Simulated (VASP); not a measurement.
A run of VASP 6.6.1 is set up as follows.

File INCAR:

```
ALGO     = Normal         # electronic algorithm
EDIFF    = 1E-6           # SCF threshold, eV
ENCUT    = 520            # plane-wave cutoff, eV
ISIF     = 2              # what is computed and relaxed
ISMEAR   = 0              # smearing method
LASPH    = True           # aspherical terms in the spheres
LCHARG   = False          # write CHGCAR
LREAL    = False          # projectors in reciprocal space
LWAVE    = False          # write WAVECAR
NBANDS   = 41             # bands
NELM     = 100            # most SCF steps
PREC     = Accurate       # precision mode
SIGMA    = 0.05           # smearing width, eV
```

File KPOINTS:

```
k-points
0
Gamma
  6 6 6
```

POSCAR

```
AlGa3N4
1.0
    4.4716853600      0.0000000000      0.0000000000
    0.0000000000      4.4716853600      0.0000000000
    0.0000000000      0.0000000000      4.4716853600
Al Ga N
1 3 4
Direct
    0.0000000000      0.0000000000      0.0000000000
    0.5000000000      0.5000000000      0.0000000000
    0.5000000000      0.0000000000      0.5000000000
    0.0000000000      0.5000000000      0.5000000000
    0.7557144200      0.7557144200      0.2442855800
    0.7557144200      0.2442855800      0.7557144200
    0.2442855800      0.7557144200      0.7557144200
    0.2442855800      0.2442855800      0.2442855800
```

Potentials or basis: VASP PAW LDA potentials, release 64 (Al, Ga_d, N).

The run is started by

```bash
$ cat potpaw_LDA.64/Al/POTCAR potpaw_LDA.64/Ga_d/POTCAR potpaw_LDA.64/N/POTCAR > POTCAR
$ mpirun -np 1 vasp_std > vasp.out
```

What does it give for the largest force?

0.148 eV/Å.

Predict the band gap on the k mesh.

2.36 eV, direct.

Predict the pressure.

-4.9 GPa.

Forces in eV/Å, atoms in the order of the input:
```
Al   0.000  0.000  0.000
Ga   0.000  0.000  0.000
Ga   0.000  0.000  0.000
Ga   0.000  0.000  0.000
N   -0.086 -0.086  0.086
N   -0.086  0.086 -0.086
N    0.086 -0.086 -0.086
N    0.086  0.086  0.086
```
